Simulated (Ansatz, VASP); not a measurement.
SiC: VASP and Ansatz over several settings

```
CELL_PARAMETERS angstrom
3.07569 0.00000 0.00000
-1.53785 2.66363 0.00000
0.00000 0.00000 10.07065
ATOMIC_POSITIONS crystal
Si 0.00000 0.00000 0.18789
Si 0.00000 0.00000 0.68789
Si 0.33333 0.66667 0.43784
Si 0.66667 0.33333 0.93784
C 0.00000 0.00000 0.00046
C 0.00000 0.00000 0.50046
C 0.33333 0.66667 0.24980
C 0.66667 0.33333 0.74980
```

Single points on this cell with VASP 6.6.1 and Ansatz 0.2.0. Each row is one pair of runs. Alike in all rows: spin: off; smearing: fermi-dirac, width 0.05 eV; VASP's potentials, cutoff: VASP PAW PBE potentials, release 64 (Si, C), 520 eV; Ansatz's potentials, cutoff: Ansatz PAW, 420 eV.

```csv
level,k mesh,"gap on the k mesh at the Fermi level (eV), VASP","gap on the k mesh at the Fermi level (eV), Ansatz","least direct gap on the mesh (eV), VASP","least direct gap on the mesh (eV), Ansatz","pressure (GPa), VASP","pressure (GPa), Ansatz"
PBE,3 × 3 × 1,2.95,2.95,3.80,3.80,4.5,4.6
PBEsol+D3(BJ),10 × 10 × 3,2.11,2.12,3.24,3.24,-3.0,-3.4
BLYP+D3(BJ),10 × 10 × 3,2.54,2.53,3.65,3.64,-0.9,-1.6
```

Gap on the k mesh at the fermi level (eV): the two programs differ by at most 0.008; least direct gap on the mesh (eV): the two programs differ by at most 0.012; pressure (GPa): the two programs differ by at most 0.61.

The k mesh is coarse in some rows, so the values compare programs but aren't converged. Noted on Ansatz's runs: odd divisions of the mesh miss points on the zone boundary, where band edges often lie, so the gap on the mesh can be too wide.
